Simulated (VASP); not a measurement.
Wanted: the native input for a VASP 6.6.1 run.

```yaml
Task: single point
Functional: LDA
Potentials_or_basis: VASP PAW LDA potentials, release 64 (Ni, Ge_d)
Cutoff: 520 eV
k_mesh: 12 × 12 × 12
Occupations: gaussian, width 0.15 eV
Spin: collinear spin
Starting_moments: "[0.125, 0.125, 0.125, 0.0] μB"
Fixed_moment: 0.375 μB
Dipole_correction: no
Further_INCAR_settings: ALGO = Normal; EDIFF = 1e-06; NBANDS = 34
```

The structure of Ni3Ge lies in POSCAR:

```
Ni3Ge
1.0
    3.3431134987      0.0000000000      0.0000000000
    0.0000000000      3.3431134987      0.0000000000
    0.0000000000      0.0000000000      3.3431134987
Ni Ge
3 1
Direct
    0.5000000000      0.0000000000      0.5000000000
    0.0000000000      0.5000000000      0.5000000000
    0.5000000000      0.5000000000      0.0000000000
    0.0000000000      0.0000000000      0.0000000000
```

The input as run:

INCAR

```
SYSTEM = Ni3Ge
PREC = Accurate ; ENCUT = 520
EDIFF = 1E-6 ; ISMEAR = 0
SIGMA = 0.15 ; LREAL = .False.
LASPH = .True. ; NELM = 150
ALGO = Normal ; ISIF = 2
LWAVE = .False. ; LCHARG = .False.
ISPIN = 2 ; MAGMOM = 0.125 0.125 0.125 0
LORBIT = 11 ; NUPDOWN = 0.375
LMAXMIX = 4 ; GGA = CA
NBANDS = 34
```

KPOINTS

```
Automatic mesh
0
Gamma
  12 12 12
  0 0 0
```

Potentials or basis: VASP PAW LDA potentials, release 64 (Ni, Ge_d).

The run is started by

```console
$ cat potpaw_LDA.64/Ni/POTCAR potpaw_LDA.64/Ge_d/POTCAR > POTCAR
$ mpirun -np 1 vasp_std > vasp.out
```

It gave:

```yaml
Pressure: 42.4 GPa
Net_moment: 0.38 μB per cell
Site_moments: Ni +0.12; Ge -0.00 μB
Valence_electrons_inside_the_program's_atomic_spheres: Ni 9.85; Ge 12.79
```

Caveat: the cell stands under pressure; the total moment is fixed, so each spin has its own Fermi level and the state may be an excited one.

Wall time 3.9 min on 1 thread of Oxide Virtual Turin-like Processor, on a shared host, peak memory 0.23 GiB.
